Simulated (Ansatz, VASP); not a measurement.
## One calculation of LaFeGe, two programs

The input INCAR:

```
PREC = Accurate
ENCUT = 520
EDIFF = 1E-7
ISMEAR = -1
SIGMA = 0.05
LREAL = False
LASPH = True
NELM = 150
ALGO = Normal
ISIF = 2
LWAVE = False
LCHARG = True
ISPIN = 2
MAGMOM = 0 0 1.5
LORBIT = 11
NUPDOWN = 1.5
LMAXMIX = 6
GGA = PE
LELF = True
LVHAR = True
NBANDS = 28
```

File KPOINTS:

```
Automatic mesh
0
Gamma
  6 6 5
```

POSCAR

```
LaFeGe
1.0
    4.2318077991      0.0000000000      0.0000000000
   -2.1159038996      3.6648530580      0.0000000000
    0.0000000000      0.0000000000      4.2857840000
La Ge Fe
1 1 1
Direct
    0.0000000000      0.0000000000      0.0000000000
    0.6666666667      0.3333333333      0.5000000000
    0.3333333333      0.6666666667      0.5000000000
```

File input.yaml:

```yaml
crystal:
  lattice:
    - [4.2318077991, 0.0, 0.0]
    - [-2.1159038996, 3.664853058, 0.0]
    - [0.0, 0.0, 4.285784]
  atoms:
    - { symbol: La, position: [0.0, 0.0, 0.0] }
    - { symbol: Ge, position: [0.6666666667, 0.3333333333, 0.5] }
    - { symbol: Fe, position: [0.3333333333, 0.6666666667, 0.5], spin: 1.5 }
hamiltonian:
  xc: pbe
  pseudopotentials: { kind: paw }
magnetization:
  spin_polarized: true
  initial_magnetization: 1.5
  spin_locking: { lock_magnetization: hard }
kpoints:
  mp_grid: { grid: [6, 6, 5] }
scf:
  occupations: { method: fermi_dirac, width: 0.05 }
  lower_state_search: "off"
output:
  forces: true
  stress: true
  eigenvalues: true
```

Alike in both runs: task single point; functional PBE; k mesh 6 × 6 × 5; occupations fermi-dirac, width 0.05 eV; collinear spin; fixed moment 1.5 μB.

```csv
,VASP,Ansatz
version,VASP 6.6.1,Ansatz 0.2.0
potentials or method,"VASP PAW PBE potentials, release 64 (La, Ge_d, Fe)",Ansatz PAW
plane-wave cutoff (eV),520,420
valence electrons in the cell,33,41
```

|  | VASP | Ansatz | Ansatz less VASP |
| --- | --- | --- | --- |
| pressure (GPa) | -1.4 | -1.4 | +0.08 |
| traceless stress, the component that is largest in VASP (GPa) | 0.01 | 0.09 | +0.078 |
| net moment per atom (μB) | 0.50 | 0.50 | 0.000 |
| size of the moment on the site where the two differ most (μB) | 1.82 | 1.79 | -0.030 |

Site moments also hang on the region over which each program counts them. VASP's potentials hold 33 valence electrons a cell and Ansatz's 41, so a difference there can come from the potentials and not from the codes.

Neither program's run includes spin-orbit coupling.
